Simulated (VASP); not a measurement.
Write the native input for VASP 6.6.1 that does the following.

```
Task                   : single point
Functional             : PBE
Potentials or basis    : VASP PAW PBE potentials, release 64 (As)
Cutoff                 : 520 eV
k mesh                 : 10 × 10 × 10
Occupations            : gaussian, width 0.019 eV
Spin                   : no spin polarisation
Dipole correction      : no
Further INCAR settings : ALGO = Normal; EDIFF = 1e-07; NBANDS = 8
```

The structure of As lies in POSCAR:

```
As
1.0
    2.7036817444      0.0000000000      0.0000000000
    0.0000000000      2.7036817444      0.0000000000
    0.0000000000      0.0000000000      2.7036817444
As
1
Direct
    0.5000000000      0.5000000000      0.5000000000
```

These files were run (other wordings do the same):

INCAR

```
PREC     = Accurate       # precision mode
ENCUT    = 520            # plane-wave cutoff, eV
EDIFF    = 1E-7           # SCF threshold, eV
ISMEAR   = 0              # smearing method
SIGMA    = 0.019000000000000003 # smearing width, eV
LREAL    = False          # projectors in reciprocal space
LASPH    = True           # aspherical terms in the spheres
NELM     = 100            # most SCF steps
ALGO     = Normal         # electronic algorithm
ISIF     = 2              # what is computed and relaxed
LWAVE    = False          # write WAVECAR
LCHARG   = False          # write CHGCAR
GGA      = PE             # functional
NBANDS   = 8              # bands
```

KPOINTS

```
Automatic mesh
0
Gamma
  10 10 10
```

Potentials or basis: VASP PAW PBE potentials, release 64 (As).

Command:

```sh
$ cat potpaw_PBE.64/As/POTCAR > POTCAR
$ mpirun -np 1 vasp_std > vasp.out
```

Results of the run:

```yaml
Pressure: 2.5 GPa
```

It took 5 s on 1 thread of Intel(R) Xeon(R) Platinum 8488C (Sapphire Rapids), with other jobs on the host, peak memory 0.12 GiB.
